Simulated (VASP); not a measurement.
# Pt (I4/mmm) in VASP: a series of runs

Runs on Pt. Level: PBE. Tasks: single point.

All numbers are computed with VASP 6.6.1; they aren't measurements. Logs are shortened: lines on timing, memory, paths and dates and some standing lists are left out, and cuts for length are marked.

## (1) The cell of the first run

Symmetry: I4/mmm, No. 139, tetragonal system. Conventional cell: a = 2.877 Å, b = 2.877 Å, c = 3.772 Å, α = 90.00°, β = 90.00°, γ = 90.00°. Within 3.7 Å of Pt (site symmetry 4/mmm) lie 12 Pt at 2.77 to 2.88 Å.

## (2) Single point, PBE (strain +0.025 along x and y, -0.050 along z)

Contents of INCAR:

```
  ALGO = Fast
  EDIFF = 1E-7
  ENCUT = 520
  GGA = PE
  ISIF = 2
  ISMEAR = 0
  LASPH = T
  LCHARG = F
  LREAL = F
  LWAVE = F
  NBANDS = 11
  NELM = 100
  PREC = Accurate
  SIGMA = 0.15
```

Contents of KPOINTS:

```
k-points
0
Gamma
  26 26 26
```

Contents of POSCAR:

```
Pt
1.0
    0.0000000000      2.0346814308      1.8858023017
    2.0346814308      0.0000000000      1.8858023017
    2.0346814308      2.0346814308      0.0000000000
Pt
1
Direct
    0.0000000000      0.0000000000      0.0000000000
```

Potentials or basis: VASP PAW PBE potentials, release 64 (Pt).

Started as:

```
> cat potpaw_PBE.64/Pt/POTCAR > POTCAR
> mpirun -np 1 vasp_std > vasp.out
```

OUTCAR:

```text
EDIFF = 1E-7
   ENCUT = 520
   GGA = PE
   ISIF = 2
   ISMEAR = 0
   LASPH = T
   LREAL = F
   NELM = 100
   PREC = Accurate

 ion  position               nearest neighbor table
   1  0.000  0.000  0.000-

  LATTYP: Found a body centered tetragonal cell.
 ALAT       =     2.8774740745
 C/A-ratio  =     1.3107345212

  Lattice vectors:

 A1 = (   0.0000000000,  -2.0346814308,  -1.8858023017)
 A2 = (   0.0000000000,   2.0346814308,  -1.8858023017)
 A3 = (   2.0346814308,   0.0000000000,   1.8858023017)

Analysis of symmetry for initial positions (statically):
=====================================================================
 Subroutine PRICEL returns:
 Original cell was already a primitive cell.

 Routine SETGRP: Setting up the symmetry group for a
 body centered tetragonal supercell.

 Subroutine GETGRP returns: Found 16 space group operations
 (whereof 16 operations were pure point group operations)
 out of a pool of 16 trial point group operations.

The static configuration has the point symmetry D_4h.

Analysis of symmetry for dynamics (positions and initial velocities):
=====================================================================
 Subroutine PRICEL returns:
 Original cell was already a primitive cell.

 Routine SETGRP: Setting up the symmetry group for a
 body centered tetragonal supercell.

 Subroutine GETGRP returns: Found 16 space group operations
 (whereof 16 operations were pure point group operations)
 out of a pool of 16 trial point group operations.

The dynamic configuration has the point symmetry D_4h.

 Subroutine INISYM returns: Found 16 space group operations
 (whereof 16 operations are pure point group operations),
 and found     1 'primitive' translations

----------------------------------------------------------------------------------------

                                     Primitive cell

  volume of cell :      15.6142

  direct lattice vectors                    reciprocal lattice vectors
     0.000000000  2.034681431  1.885802302    -0.245738715  0.245738715  0.265139140
     2.034681431  0.000000000  1.885802302     0.245738715 -0.245738715  0.265139140
     2.034681431  2.034681431  0.000000000     0.245738715  0.245738715 -0.265139140

  length of vectors
     2.774198775  2.774198775  2.877474075     0.437119887  0.437119887  0.437119887

  position of ions in fractional coordinates (direct lattice)
     0.000000000  0.000000000  0.000000000

  ion indices of the primitive-cell ions
   primitive index   ion index
                 1           1

----------------------------------------------------------------------------------------

 KPOINTS: k-points

Automatic generation of k-mesh.
 Grid dimensions read from file:
 generate k-points for:   26   26   26

 Generating k-lattice:

  Cartesian coordinates                     Fractional coordinates (reciprocal lattice)
    -0.009451489  0.009451489  0.010197659     0.038461538 -0.000000000  0.000000000
     0.009451489 -0.009451489  0.010197659    -0.000000000  0.038461538  0.000000000
     0.009451489  0.009451489 -0.010197659     0.000000000  0.000000000  0.038461538

  Length of vectors
     0.016812303  0.016812303  0.016812303

  Shift w.r.t. Gamma in fractional coordinates (k-lattice)
     0.000000000  0.000000000  0.000000000

 Subroutine IBZKPT returns following result:
 ===========================================

 Found   1330 irreducible k-points:

 Following reciprocal coordinates:
            Coordinates               Weight
  0.000000  0.000000  0.000000      1.000000
  0.038462  0.000000  0.000000      8.000000
  0.076923  0.000000  0.000000      8.000000
  0.115385  0.000000  0.000000      8.000000
  0.153846  0.000000  0.000000      8.000000
  0.192308  0.000000  0.000000      8.000000
[... 16 lines left out ...]
  0.346154  0.038462  0.000000      8.000000
  0.384615  0.038462  0.000000      8.000000
 [... further k-points ...]
   k-points           NKPTS =   1330   k-points in BZ     NKDIM =   1330   number of bands    NBANDS=     11
   number of dos      NEDOS =    301   number of ions     NIONS =      1
   total plane-waves  NPLWV =  13824
   dimension x,y,z NGX =    24 NGY =   24 NGZ =   24
   dimension x,y,z NGXF=    48 NGYF=   48 NGZF=   48
   ions per type =               1
   NGX,Y,Z   is equivalent  to a cutoff of  14.38, 14.38, 13.87 a.u.
   NGXF,Y,Z  is equivalent  to a cutoff of  28.76, 28.76, 27.73 a.u.
 SYSTEM =  unknown system
   PREC   = accura    normal or accurate (medium, high low for compatibility)
   ISTART =      0    job   : 0-new  1-cont  2-samecut
   ICHARG =      2    charge: 1-file 2-atom 10-const
   ISPIN  =      1    spin polarized calculation?
   LNONCOLLINEAR =      F non collinear calculations
   LSORBIT =      F    spin-orbit coupling
   LASPH  =      T    aspherical Exc in radial PAW
   ENCUT  =  520.0 eV  38.22 Ry    6.18 a.u.   5.16  5.16  5.35*2*pi/ulx,y,z
   NELM   =    100;   NELMIN=  2; NELMDL= -5     # of ELM steps
   EDIFF  = 0.1E-06   stopping-criterion for ELM
   LREAL  =      F    real-space projection
   EDIFFG = 0.1E-05   stopping-criterion for IOM
   NSW    =      0    number of steps for IOM
   IBRION =     -1    ionic relax: 0-MD 1-quasi-New 2-CG
   NFREE  =      0    steps in history (QN), initial steepest desc. (CG)
   ISIF   =      2    stress and relaxation
   ISYM   =      2    0-nonsym 1-usesym 2-fastsym
   POTIM  = 0.5000    time-step for ionic-motion
   TEBEG  =    0.0;   TEEND  =   0.0 temperature during run
   PSTRESS=    0.0 pullay stress
   NELECT =      10.0000    total number of electrons
   NUPDOWN=      -1.0000    fix difference up-down
   EMIN   =  10.00;   EMAX   =-10.00  energy-range for DOS
   EFERMI =   0.00;   METHOD = LEGACY
   ISMEAR =     0;   SIGMA  =   0.15  broadening in eV -4-tet -1-fermi 0-gaus
   EFERMI_NEDOS =   21; number of points for ismear=-14 and -15
   IALGO  =     68    algorithm
   IMIX   =      4    mixing-type and parameters
     AMIX     =   0.40;   BMIX     =  1.00
     AMIX_MAG =   1.60;   BMIX_MAG =  1.00
  volume/ion in A,a.u.               =      15.61       105.37
  Fermi-wavevector in a.u.,A,eV,Ry     =   1.411135  2.666658 27.093300  1.991301
  Thomas-Fermi vector in A             =   2.533017
   LORBIT       =      0    0 simple, 1 ext, 2 COOP (PROOUT), +10 PAW based schemes
   GGA     = PE    functional components
   LHFCALC =     F    Hartree Fock is set to
   AEXX    =    0.0000 exact exchange contribution
   IVDW    =     0    specifies the selected vdW correction
   LEPSILON=     F    determine dielectric tensor
   LRPA    =     F    only Hartree local field effects (RPA)
 non-spin polarized calculation
 RMM-DIIS sequential band-by-band and
 Gauss-broadening in eV      SIGMA  =   0.15
  energy-cutoff  :      520.00
  volume of cell :       15.61
 maximum number of plane-waves:       438
 NGX is ok and might be reduce to    24
   NGX = 11   NGY = 11   NGZ = 11

 number of electron      10.0000001 magnetization

 Free energy of the ion-electron system (eV)
  ---------------------------------------------------
  ext. energy  EPLUGINS =         0.00000000
  ---------------------------------------------------
  free energy    TOTEN  =        -6.09567922 eV

  energy without entropy =       -6.07387903  energy(sigma->0) =       -6.08477912

 E-fermi :  10.5826     XC(G=0): -13.2811

 val. band max:       10.5817448925   @ k =  -0.3846   0.1154   0.0769
 cond. band min:      10.5829631362   @ k =   0.3846   0.3077   0.0385
 fundamental gap:      0.0012182438
 Fermi energy:        10.5826446839

 k-point     1 :       0.0000    0.0000    0.0000
  band No.  band energies     occupation
      1       0.7800      2.00000
      2       6.7942      2.00000
      3       6.7942      2.00000
      4       7.5971      2.00000
      5       8.5692      2.00000
      6       9.4837      2.00000
      7      25.4386      0.00000
      8      29.4934      0.00000
      9      29.4934      0.00000
     10      31.4398      0.00000
     11      35.4731      0.00000

 k-point     2 :       0.0385    0.0000    0.0000
  band No.  band energies     occupation
      1       0.8381      2.00000
      2       6.7899      2.00000
      3       6.8169      2.00000
      4       7.5975      2.00000
      5       8.5624      2.00000
      6       9.4657      2.00000
      7      25.5263      0.00000
      8      29.3466      0.00000
      9      29.5790      0.00000
     10      31.3062      0.00000
     11      35.8682      0.00000

 k-point     3 :       0.0769    0.0000    0.0000
  band No.  band energies     occupation
      1       1.0099      2.00000
      2       6.7716      2.00000
      3       6.8795      2.00000
      4       7.6064      2.00000
      5       8.5488      2.00000
      6       9.4162      2.00000
      7      25.7769      0.00000
      8      28.8112      0.00000
      9      29.8323      0.00000
     10      31.2396      0.00000
     11      36.6613      0.00000

 k-point     4 :       0.1154    0.0000    0.0000
  band No.  band energies     occupation
      1       1.2880      2.00000
      2       6.7301      2.00000
      3       6.9640      2.00000
      4       7.6385      2.00000
      5       8.5487      2.00000
      6       9.3491      2.00000
      7      26.1492      0.00000
      8      27.9262      0.00000
      9      30.2429      0.00000
     10      31.4848      0.00000
     11      36.4290      0.00000

 k-point     5 :       0.1538    0.0000    0.0000
  band No.  band energies     occupation
      1       1.6579      2.00000
      2       6.6716      2.00000
      3       7.0396      2.00000
      4       7.6949      2.00000
      5       8.5959      2.00000
      6       9.2877      2.00000
      7      26.5309      0.00000
      8      26.9002      0.00000
      9      30.7922      0.00000
     10      31.9571      0.00000
     11      35.1996      0.00000
[... 211 lines left out ...]
 k-point    21 :       0.2692    0.0385    0.0000
  band No.  band energies     occupation
      1       2.9308      2.00000
      2       6.7212      2.00000
      3       7.0371      2.00000
      4       7.7497      2.00000
      5       9.2218      2.00000
      6       9.3527      2.00000
      7      23.4774      0.00000
      8      26.8832      0.00000
      9      31.4803      0.00000
     10      33.6135      0.00000
     11      34.2266      0.00000

 k-point    22 :       0.3077    0.0385    0.0000
  band No.  band energies     occupation
      1       3.2922      2.00000
      2       6.9512      2.00000
      3       6.9781      2.00000
      4       7.7073      2.00000
      5       9.4367      2.00000
      6       9.6952      2.00000
      7      22.0881      0.00000
      8      26.4692      0.00000
      9      31.0902      0.00000
     10      33.5970      0.00000
     11      34.4598      0.00000

 k-point    23 :       0.3462    0.0385    0.0000
  band No.  band energies     occupation
      1       3.5267      2.00000
      2       6.8545      2.00000
      3       7.4361      2.00000
      4       7.6389      2.00000
      5       9.7272      2.00000
      6      10.0499      2.00000
      7      20.6495      0.00000
      8      25.9825      0.00000
      9      30.3451      0.00000
     10      32.6801      0.00000
     11      35.2018      0.00000

 k-point    24 :       0.3846    0.0385    0.0000
  band No.  band energies     occupation
      1       3.6443      2.00000
      2       6.7624      2.00000
      3       7.5270      2.00000
      4       8.0948      2.00000
      5      10.0655      2.00000
      6      10.3789      1.94520
      7      19.2220      0.00000
      8      25.5421      0.00000
      9      29.5932      0.00000
     10      31.7823      0.00000
     11      35.9084      0.00000

 [... further k-points ...]

------------------------ aborting loop because EDIFF is reached ----------------------------------------

  FORCE on cell =-STRESS in cart. coord.  units (eV):
  Direction    XX          YY          ZZ          XY          YZ          ZX
  --------------------------------------------------------------------------------------
  -------------------------------------------------------------------------------------
  Total       -0.0953416     -0.0953416      0.3555576      0.0000000     -0.0000000      0.0000000
  in kB       -9.7830402     -9.7830402     36.4839231      0.0000000     -0.0000000      0.0000000
  external PRESSURE =       5.6392809 kB  Pullay stress =       0.0000000 kB

 VOLUME and BASIS-vectors are now :
 -----------------------------------------------------------------------------
  energy-cutoff  :      520.00
  volume of cell :       15.61
      direct lattice vectors                 reciprocal lattice vectors
     0.000000000  2.034681431  1.885802302    -0.245738715  0.245738715  0.265139140
     2.034681431  0.000000000  1.885802302     0.245738715 -0.245738715  0.265139140
     2.034681431  2.034681431  0.000000000     0.245738715  0.245738715 -0.265139140

 POSITION                                       TOTAL-FORCE (eV/Angst)
 -----------------------------------------------------------------------------------
      0.00000      0.00000      0.00000         0.000000      0.000000     -0.000000
 -----------------------------------------------------------------------------------
    total drift:                               -0.000000      0.000000     -0.000000

  FREE ENERGIE OF THE ION-ELECTRON SYSTEM (eV)
  ---------------------------------------------------
  free  energy   TOTEN  =        -6.0956792180 eV

  energy  without entropy=       -6.0738790314  energy(sigma->0) =       -6.08477912
```

Run time: 2.5 min. Hardware: 1 thread of Intel Xeon 6975P-C, shared host; peak memory 0.34 GiB.

Results:

```yaml
Free_energy: -6.0957 eV
Pressure: 0.6 GPa
Band_gap_on_the_k_mesh: zero (band 5 reaches 11.34 eV, above the bottom of band 6 at 8.91 eV)
```

Levels at points of the mesh, in eV from the Fermi level:
| k point | band 3 | band 4 | band 5 | band 6 | band 7 | band 8 |
| --- | --- | --- | --- | --- | --- | --- |
| (0.00, 0.00, 0.00) | -3.79 | -2.99 | -2.01 | -1.10 | 14.86 | 18.91 |
| (0.50, 0.00, 0.00) | -3.17 | -0.29 | -0.17 | 0.28 | 5.65 | 14.18 |
| (0.50, 0.50, 0.00) | 0.01 | 0.51 | 0.51 | 2.89 | 9.82 | 10.42 |
| (0.50, 0.00, 0.50) | -0.03 | 0.14 | 0.76 | 1.42 | 7.94 | 11.58 |

Caveat: the cell differs from its parent crystal (strain +0.025 along x and y, -0.050 along z); spin-orbit coupling is left out, which moves the levels of the heavy elements.

## (3) Single point, PBE (strain +0.025 along x and y, -0.025 along z)

Contents of INCAR:

```
SYSTEM = Pt
  PREC = Accurate
  ENCUT = 520
  EDIFF = 1E-7
  ISMEAR = 0
  SIGMA = 0.15
  LREAL = .FALSE.
  LASPH = .TRUE.
  NELM = 60
  ALGO = Fast
  ISIF = 2
  LWAVE = .FALSE.
  LCHARG = .FALSE.
  GGA = PE
  NBANDS = 11
```

Contents of KPOINTS:

```
Automatic mesh
0
G
  26 26 26
  0 0 0
```

Contents of POSCAR:

```
Pt
1.0
    0.0000000000      2.0346814308      1.9354286780
    2.0346814308      0.0000000000      1.9354286780
    2.0346814308      2.0346814308      0.0000000000
Pt
1
Direct
    0.0000000000      0.0000000000      0.0000000000
```

Potentials or basis: VASP PAW PBE potentials, release 64 (Pt).

Started as:

```
> cat potpaw_PBE.64/Pt/POTCAR > POTCAR
> mpirun -np 1 vasp_std > vasp.out
```

Wall time 2.3 min (1 thread of Intel Xeon 6975P-C, shared host); peak memory 0.35 GiB.

It converged, with:

```
Free energy            : -6.0958 eV
Pressure               : -5.7 GPa
Band gap on the k mesh : zero (band 5 reaches 10.75 eV, above the bottom of band 6 at 8.53 eV)
```

Stress tensor (GPa, compression positive):
```
-6.78  0.00  0.00
 0.00 -6.78  0.00
 0.00  0.00 -3.61
```

Levels at points of the mesh, in eV from the Fermi level:
```tsv
k point	band 1	band 2	band 3	band 4	band 5	band 6	band 7	band 8	band 9	band 10
(0.00, 0.00, 0.00)	-9.53	-3.58	-3.58	-3.06	-1.78	-1.19	14.85	19.04	19.04	20.24
(0.50, 0.00, 0.00)	-6.69	-3.73	-3.20	-0.20	-0.10	0.18	5.42	14.29	18.08	19.16
(0.50, 0.50, 0.00)	-6.36	-5.99	-0.01	0.46	0.46	2.55	9.08	10.63	10.63	18.97
(0.50, 0.00, 0.50)	-6.45	-5.98	-0.01	0.22	0.63	1.62	7.86	11.40	11.67	19.73
```

Caveat: the cell differs from its parent crystal (strain +0.025 along x and y, -0.025 along z); spin-orbit coupling is left out, which moves the levels of the heavy elements.

## (4) Single point, PBE (strain +0.050 along x and y, -0.050 along z)

INCAR, as its differences from that of step 3:

```diff
@@ -3,3 +3,3 @@
   ENCUT = 520
-  EDIFF = 1E-7
+  EDIFF = 1E-6
   ISMEAR = 0
@@ -8,3 +8,3 @@
   LASPH = .TRUE.
-  NELM = 60
+  NELM = 80
   ALGO = Fast
```

KPOINTS is that of step 3.

Contents of POSCAR:

```
Pt
1.0
    0.0000000000      2.0843078071      1.8858023017
    2.0843078071      0.0000000000      1.8858023017
    2.0843078071      2.0843078071      0.0000000000
Pt
1
Direct
    0.0000000000      0.0000000000      0.0000000000
```

Started as:

```
> cat potpaw_PBE.64/Pt/POTCAR > POTCAR
> mpirun -np 1 vasp_std > vasp.out
```

Wall time 2.3 min (1 thread of Intel Xeon 6975P-C, shared host); peak memory 0.35 GiB.

The run converged. Its results:

```
Free energy            : -6.0655 eV
Pressure               : -9.8 GPa
Band gap on the k mesh : zero (band 5 reaches 10.46 eV, above the bottom of band 6 at 8.16 eV)
```

Stress tensor (GPa, compression positive):
```
-11.19   0.00   0.00
  0.00 -11.19   0.00
  0.00   0.00  -6.96
```

Levels at points of the mesh, in eV from the Fermi level:
```
           k point  band 2  band 3  band 4  band 5  band 6  band 7  band 8  band 9
(0.00, 0.00, 0.00)   -3.54   -3.54   -2.57   -1.99   -0.91   15.04   18.64   18.64
(0.50, 0.00, 0.00)   -3.81   -2.77   -0.22   -0.07    0.33    5.34   14.19   17.48
(0.50, 0.50, 0.00)   -5.76    0.03    0.47    0.47    3.29    9.67   10.02   10.02
(0.50, 0.00, 0.50)   -5.69   -0.07    0.04    0.76    1.42    7.33   11.58   12.11
```

Caveat: the cell differs from its parent crystal (strain +0.050 along x and y, -0.050 along z); spin-orbit coupling is left out, which moves the levels of the heavy elements.

## (5) The runs side by side

| cell | further INCAR settings | gap on the mesh (eV) | pressure (GPa) |
| --- | --- | --- | --- |
| a = 2.774, b = 2.774, c = 2.877 Å, angles 58.8, 58.8, 62.5°, 1 atom | ALGO = Fast; EDIFF = 1e-07; NBANDS = 11 | none | 0.6 |
| a = 2.808, b = 2.808, c = 2.877 Å, angles 59.2, 59.2, 61.6°, 1 atom | ALGO = Fast; EDIFF = 1e-07; NBANDS = 11 | none | -5.7 |
| a = 2.811, b = 2.811, c = 2.948 Å, angles 58.4, 58.4, 63.2°, 1 atom | ALGO = Fast; EDIFF = 1e-06; NBANDS = 11 | none | -9.8 |

Alike in all rows: task single point; level PBE; potentials or basis VASP PAW PBE potentials, release 64 (Pt); no spin polarisation; k mesh 26 × 26 × 26; cutoff (eV) 520; smearing gaussian 0.15 eV.

Caveats: spin-orbit coupling is left out, which moves the levels of the heavy elements.

Absolute energies hang on the potentials; compare differences alone.
